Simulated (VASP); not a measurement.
# Si3Se2 (P-3m1) in VASP: relaxation of cell and atoms with PBE

Aim: the relaxation of cell and atoms of Si3Se2 with PBE.

Everything below comes from runs of VASP 6.6.1. Logs are shortened: lines on timing, memory, paths and dates and some standing lists are left out, and cuts for length are marked.

**1. The cell of the first run**

It takes space group P-3m1 (No. 164, trigonal). The conventional cell has a = 3.750 Å, b = 3.750 Å, c = 8.400 Å, α = 90.00°, β = 90.00°, γ = 120.00°. Within 3.1 Å of Si (site symmetry 3m) lie 3 Si at 2.32 Å and 1 Se at 2.38 Å. Si (site symmetry -3m) has 6 Se at 2.58 Å within 3.4 Å. Within 3.1 Å of Se (site symmetry 3m) lie 4 Si at 2.38 to 2.58 Å.

**2. Relaxation of cell and atoms, PBE**

Input file INCAR:

```
SYSTEM = Si3Se2
  PREC = Accurate
  ENCUT = 500
  EDIFF = 1E-7
  ISMEAR = 0
  SIGMA = 0.2
  LREAL = .False.
  LASPH = .True.
  NELM = 120
  ALGO = Normal
  ISIF = 3
  LWAVE = .False.
  LCHARG = .False.
  GGA = PE
  IBRION = 2
  NSW = 36
  EDIFFG = -0.08
  GGA_COMPAT = .False.
  NELMIN = 4
```

Input file KPOINTS:

```
regular mesh
0
Gamma
  5 5 2
  0 0 0
```

Input file POSCAR:

```
Si3Se2
1.0
    3.7500000000      0.0000000000      0.0000000000
   -1.8750000000      3.2475952600      0.0000000000
    0.0000000000      0.0000000000      8.4000000000
Si Se
3 2
Direct
    0.3333333300      0.6666666700      0.4500000000
    0.6666666700      0.3333333300      0.5500000000
    0.0000000000      0.0000000000      0.0000000000
    0.6666666700      0.3333333300      0.8330000000
    0.3333333300      0.6666666700      0.1670000000
```

Potentials or basis: VASP PAW PBE potentials, release 64 (Si, Se).

Launch:

```bash
> cat potpaw_PBE.64/Si/POTCAR potpaw_PBE.64/Se/POTCAR > POTCAR
> mpirun -np 1 vasp_std > vasp.out
```

OUTCAR:

```text
SYSTEM = Si3Se2
   PREC = Accurate
   ENCUT = 500
   EDIFF = 1E-7
   ISMEAR = 0
   LREAL = .False.
   LASPH = .True.
   NELM = 120
   ISIF = 3
   GGA = PE
   IBRION = 2
   NSW = 36
   EDIFFG = -0.08
   NELMIN = 4

 ion  position               nearest neighbor table
   1  0.333  0.667  0.450-   2 2.32   2 2.32   2 2.32   5 2.38
   2  0.667  0.333  0.550-   1 2.32   1 2.32   1 2.32   4 2.38
   3  0.000  0.000  0.000-   4 2.58   5 2.58   5 2.58   4 2.58   4 2.58   5 2.58
   4  0.667  0.333  0.833-   2 2.38   3 2.58   3 2.58   3 2.58
   5  0.333  0.667  0.167-   1 2.38   3 2.58   3 2.58   3 2.58

  LATTYP: Found a hexagonal cell.
 ALAT       =     3.7500000000
 C/A-ratio  =     2.2400000000

  Lattice vectors:

 A1 = (   3.7500000000,   0.0000000000,   0.0000000000)
 A2 = (  -1.8750000000,   3.2475952600,   0.0000000000)
 A3 = (   0.0000000000,   0.0000000000,   8.4000000000)

Analysis of symmetry for initial positions (statically):
=====================================================================
 Subroutine PRICEL returns:
 Original cell was already a primitive cell.

 Routine SETGRP: Setting up the symmetry group for a
 hexagonal supercell.

 Subroutine GETGRP returns: Found 12 space group operations
 (whereof 12 operations were pure point group operations)
 out of a pool of 24 trial point group operations.

The static configuration has the point symmetry D_3d.

Analysis of symmetry for dynamics (positions and initial velocities):
=====================================================================
 Subroutine PRICEL returns:
 Original cell was already a primitive cell.

 Routine SETGRP: Setting up the symmetry group for a
 hexagonal supercell.

 Subroutine GETGRP returns: Found 12 space group operations
 (whereof 12 operations were pure point group operations)
 out of a pool of 24 trial point group operations.

The dynamic configuration has the point symmetry D_3d.

 Subroutine INISYM returns: Found 12 space group operations
 (whereof 12 operations are pure point group operations),
 and found     1 'primitive' translations

----------------------------------------------------------------------------------------

                                     Primitive cell

  volume of cell :     102.2993

  direct lattice vectors                    reciprocal lattice vectors
     3.750000000  0.000000000  0.000000000     0.266666667  0.153960072  0.000000000
    -1.875000000  3.247595260  0.000000000     0.000000000  0.307920144  0.000000000
     0.000000000  0.000000000  8.400000000     0.000000000  0.000000000  0.119047619

  length of vectors
     3.750000000  3.749999996  8.400000000     0.307920144  0.307920144  0.119047619

  position of ions in fractional coordinates (direct lattice)
     0.333333330  0.666666670  0.450000000
     0.666666670  0.333333330  0.550000000
     0.000000000  0.000000000  0.000000000
     0.666666670  0.333333330  0.833000000
     0.333333330  0.666666670  0.167000000

  ion indices of the primitive-cell ions
   primitive index   ion index
                 1           1
                 2           2
                 3           3
                 4           4
                 5           5

----------------------------------------------------------------------------------------

 KPOINTS: regular mesh

Automatic generation of k-mesh.
 Grid dimensions read from file:
 generate k-points for:    5    5    2

 Generating k-lattice:

  Cartesian coordinates                     Fractional coordinates (reciprocal lattice)
     0.053333333  0.030792014  0.000000000     0.200000000  0.000000000  0.000000000
     0.000000000  0.061584029  0.000000000     0.000000000  0.200000000  0.000000000
     0.000000000  0.000000000  0.059523810     0.000000000  0.000000000  0.500000000

  Length of vectors
     0.061584029  0.061584029  0.059523810

  Shift w.r.t. Gamma in fractional coordinates (k-lattice)
     0.000000000  0.000000000  0.000000000

 Subroutine IBZKPT returns following result:
 ===========================================

 Found     10 irreducible k-points:

 Following reciprocal coordinates:
            Coordinates               Weight
  0.000000  0.000000  0.000000      1.000000
  0.200000  0.000000  0.000000      6.000000
  0.400000 -0.000000  0.000000      6.000000
  0.200000  0.200000  0.000000      6.000000
  0.400000  0.200000  0.000000      6.000000
  0.000000  0.000000  0.500000      1.000000
  0.200000  0.000000  0.500000      6.000000
  0.400000 -0.000000  0.500000      6.000000
  0.200000  0.200000  0.500000      6.000000
  0.400000  0.200000  0.500000      6.000000
   k-points           NKPTS =     10   k-points in BZ     NKDIM =     10   number of bands    NBANDS=     16
   number of dos      NEDOS =    301   number of ions     NIONS =      5
   total plane-waves  NPLWV =  50176
   dimension x,y,z NGX =    28 NGY =   28 NGZ =   64
   dimension x,y,z NGXF=    56 NGYF=   56 NGZF=  128
   ions per type =               3   2
   NGX,Y,Z   is equivalent  to a cutoff of  12.41, 12.41, 12.67 a.u.
   NGXF,Y,Z  is equivalent  to a cutoff of  24.83, 24.83, 25.33 a.u.
 SYSTEM =  Si3Se2
   PREC   = accura    normal or accurate (medium, high low for compatibility)
   ISTART =      0    job   : 0-new  1-cont  2-samecut
   ICHARG =      2    charge: 1-file 2-atom 10-const
   ISPIN  =      1    spin polarized calculation?
   LNONCOLLINEAR =      F non collinear calculations
   LSORBIT =      F    spin-orbit coupling
   LASPH  =      T    aspherical Exc in radial PAW
   ENCUT  =  500.0 eV  36.75 Ry    6.06 a.u.   6.84  6.84 15.32*2*pi/ulx,y,z
   NELM   =    120;   NELMIN=  4; NELMDL= -5     # of ELM steps
   EDIFF  = 0.1E-06   stopping-criterion for ELM
   LREAL  =      F    real-space projection
   EDIFFG = -.8E-01   stopping-criterion for IOM
   NSW    =     36    number of steps for IOM
   IBRION =      2    ionic relax: 0-MD 1-quasi-New 2-CG
   NFREE  =      1    steps in history (QN), initial steepest desc. (CG)
   ISIF   =      3    stress and relaxation
   ISYM   =      2    0-nonsym 1-usesym 2-fastsym
   POTIM  = 0.5000    time-step for ionic-motion
   TEBEG  =    0.0;   TEEND  =   0.0 temperature during run
   PSTRESS=    0.0 pullay stress
   NELECT =      24.0000    total number of electrons
   NUPDOWN=      -1.0000    fix difference up-down
   EMIN   =  10.00;   EMAX   =-10.00  energy-range for DOS
   EFERMI =   0.00;   METHOD = LEGACY
   ISMEAR =     0;   SIGMA  =   0.20  broadening in eV -4-tet -1-fermi 0-gaus
   EFERMI_NEDOS =   21; number of points for ismear=-14 and -15
   IALGO  =     38    algorithm
   IMIX   =      4    mixing-type and parameters
     AMIX     =   0.40;   BMIX     =  1.00
     AMIX_MAG =   1.60;   BMIX_MAG =  1.00
  volume/ion in A,a.u.               =      20.46       138.07
  Fermi-wavevector in a.u.,A,eV,Ry     =   1.009689  1.908036 13.870766  1.019473
  Thomas-Fermi vector in A             =   2.142633
   LORBIT       =      0    0 simple, 1 ext, 2 COOP (PROOUT), +10 PAW based schemes
   GGA     = PE    functional components
   LHFCALC =     F    Hartree Fock is set to
   AEXX    =    0.0000 exact exchange contribution
   IVDW    =     0    specifies the selected vdW correction
   LEPSILON=     F    determine dielectric tensor
   LRPA    =     F    only Hartree local field effects (RPA)
 conjugate gradient relaxation of ions
 non-spin polarized calculation
 Gauss-broadening in eV      SIGMA  =   0.20
  energy-cutoff  :      500.00
  volume of cell :      102.30
 maximum number of plane-waves:      2608
 NGX is ok and might be reduce to    28
   NGX = 13   NGY = 13   NGZ = 31

--------------------------------------- Ionic step        1  -------------------------------------------

 number of electron      24.0000000 magnetization

 Free energy of the ion-electron system (eV)
  ---------------------------------------------------
  ext. energy  EPLUGINS =         0.00000000
  ---------------------------------------------------
  free energy    TOTEN  =       -22.79262616 eV

  energy without entropy =      -22.75638643  energy(sigma->0) =      -22.77450629

------------------------ aborting loop because EDIFF is reached ----------------------------------------

  FORCE on cell =-STRESS in cart. coord.  units (eV):
  Direction    XX          YY          ZZ          XY          YZ          ZX
  --------------------------------------------------------------------------------------
  -------------------------------------------------------------------------------------
  Total        5.1210925      5.1210925      1.8139316      0.0000000      0.0000000     -0.0000000
  in kB       80.2048718     80.2048716     28.4092024      0.0000000      0.0000000     -0.0000000
  external PRESSURE =      62.9396486 kB  Pullay stress =       0.0000000 kB
[... 63 lines left out ...]
  energy  without entropy=      -23.0986933717  energy(sigma->0) =      -23.10114058

--------------------------------------- Ionic step        3  -------------------------------------------

 number of electron      23.9999998 magnetization

 E-fermi :   4.9816     XC(G=0):  -9.1900

 val. band max:        4.6710324278   @ k =   0.2000   0.2000   0.0000
 cond. band min:       5.2877912316   @ k =   0.4000  -0.0000   0.5000
 fundamental gap:      0.6167588038
 Fermi energy:         4.9816231921

 k-point     1 :       0.0000    0.0000    0.0000
  band No.  band energies     occupation
      1      -9.8034      2.00000
      2      -8.7586      2.00000
      3      -6.2165      2.00000
      4      -1.9788      2.00000
      5      -0.7791      2.00000
      6       2.6011      2.00000
[... 8 lines left out ...]
     15       6.7996      0.00000
     16       6.7996      0.00000
[... 283 lines left out ...]
  energy  without entropy=      -23.1672618354  energy(sigma->0) =      -23.16852449

--------------------------------------- Ionic step        6  -------------------------------------------

 number of electron      23.9999998 magnetization

 Free energy of the ion-electron system (eV)
  ---------------------------------------------------
  ext. energy  EPLUGINS =         0.00000000
  ---------------------------------------------------
  free energy    TOTEN  =       -23.18353111 eV

  energy without entropy =      -23.17902225  energy(sigma->0) =      -23.18127668

 E-fermi :   5.0883     XC(G=0):  -9.2268

 val. band max:        4.8004351993   @ k =   0.4000   0.2000   0.0000
 cond. band min:       5.2184073156   @ k =   0.0000   0.0000   0.0000
 fundamental gap:      0.4179721163
 Fermi energy:         5.0883359786

 k-point     1 :       0.0000    0.0000    0.0000
  band No.  band energies     occupation
      1      -9.6863      2.00000
      2      -8.6661      2.00000
      3      -6.2080      2.00000
      4      -1.7857      2.00000
      5      -0.6276      2.00000
      6       2.5028      2.00000
[... 8 lines left out ...]
     15       6.8053      0.00000
     16       6.8053      0.00000
[... 201 lines left out ...]
  FREE ENERGIE OF THE ION-ELECTRON SYSTEM (eV)
  ---------------------------------------------------
  free  energy   TOTEN  =       -23.1835311087 eV

  energy  without entropy=      -23.1790222546  energy(sigma->0) =      -23.18127668

 reached required accuracy - stopping structural energy minimisation
```

Run time: 2.8 min. Hardware: 1 thread of Intel Xeon 8259CL, shared host; peak memory 0.22 GiB.

Results:

```
Free energy                           : -23.1835 eV
Relaxed volume                        : 22.78 Å³/atom
Relaxed cell                          : a = 3.973 Å, b = 3.973 Å, c = 8.333 Å, α = 90.00°, β = 90.00°, γ = 120.00°
Space group after relaxing (to 0.1 Å) : P-3m1 (No. 164)
Energy gained by relaxing             : 78.2 meV/atom
Ionic steps                           : 6
Pressure after relaxing               : 0.0 GPa
Largest force after relaxing          : 0.054 eV/Å
Band gap on the k mesh                : 0.42 eV (least direct gap 0.98 eV)
```

Forces in eV/Å, atoms in the order of the input:
```
Si   0.000  0.000  0.044
Si   0.000  0.000 -0.044
Si   0.000  0.000  0.000
Se   0.000  0.000 -0.054
Se   0.000  0.000  0.054
```

Stress tensor (GPa, compression positive):
```
-0.08  0.00  0.00
 0.00 -0.08  0.00
 0.00  0.00  0.02
```

The path:
```csv
step,energy change (eV),largest force (eV/Å),pressure (GPa),volume (Å³)
1,0.0000,0.8712,6.29,102.30
2,-0.3110,0.5969,-1.20,114.63
3,-0.3115,0.5833,-1.45,115.17
4,-0.3771,0.4788,-0.12,114.38
5,-0.3772,0.4724,-0.16,114.40
6,-0.3909,0.0543,-0.05,113.90
```

Final structure:
```
Si Se
1.0
     3.97274    0.00000    0.00000
    -1.98637    3.44050    0.00000
     0.00000    0.00000    8.33297
Si Se
3 2
Direct
  0.33333 0.66667 0.45741
  0.66667 0.33333 0.54259
  0.00000 0.00000 0.00000
  0.66667 0.33333 0.82308
  0.33333 0.66667 0.17692
```

Caveat: an odd mesh through Γ misses points on the zone boundary, where band edges can lie; the relaxation stopped at a loose force limit of 0.08 eV/Å, so its end isn't a converged minimum.
